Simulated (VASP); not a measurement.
Pd: density of states with PBEsol

Crystal: Pd.

```
Pd
1.0
     0.00000    1.95661    1.95661
     1.95661    0.00000    1.95661
     1.95661    1.95661    0.00000
Pd
1
Direct
  0.00000 0.00000 0.00000
```

```json
{
 "Program": "VASP 6.6.1",
 "Task": "density of states",
 "Functional": "PBEsol",
 "Potentials or basis": "VASP PAW PBE potentials, release 64 (Pd)",
 "Cutoff": "520 eV",
 "k mesh": "15 × 15 × 15",
 "Occupations": "fermi-dirac, width 0.1 eV",
 "Spin": "no spin polarisation",
 "Dipole correction": "no",
 "k mesh for the DOS": "23 × 23 × 23",
 "Occupations for the DOS": "tetrahedron",
 "Further INCAR settings": "ALGO = Normal; EDIFF = 1e-06; NBANDS = 11"
}
```

```
Valence electrons inside the program's atomic spheres : Pd 9.39
```

Levels at points of the mesh, in eV from the Fermi level:
| k point | band 2 | band 3 | band 4 | band 5 | band 6 | band 7 | band 8 | band 9 |
| --- | --- | --- | --- | --- | --- | --- | --- | --- |
| (0.00, 0.00, 0.00) | -2.77 | -2.77 | -2.77 | -1.18 | -1.18 | 17.14 | 21.81 | 21.81 |

It took 70 s on 1 thread of Intel Xeon 8259CL, on a shared host, peak memory 0.18 GiB.
